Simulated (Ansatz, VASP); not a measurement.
Nb in VASP and in Ansatz

```
Nb
1.0
     0.00000    2.11500    2.11500
     2.11500    0.00000    2.11500
     2.11500    2.11500    0.00000
Nb
1
Direct
  0.00000 0.00000 0.00000
```

Alike in both runs: task single point; functional PBE; k mesh 13 × 13 × 13; occupations fermi-dirac, width 0.08 eV; non-collinear spin, spin-orbit coupling.

|  | VASP | Ansatz |
| --- | --- | --- |
| version | VASP 6.6.1 | Ansatz 0.2.0 |
| potentials or method | VASP PAW PBE potentials, release 64 (Nb_sv), cutoff 520 eV | all-electron LAPW |

VASP gave:

| Quantity | Value |
| --- | --- |
| pressure (GPa) | -1.4 |
| net moment per atom (μB) | 0.00 |

Problem. What did Ansatz give for the same quantities?

Solution. Pressure (GPa): -1.1; net moment per atom (μB): 0.00.

Ansatz ran all-electron here, and VASP with PAW potentials.
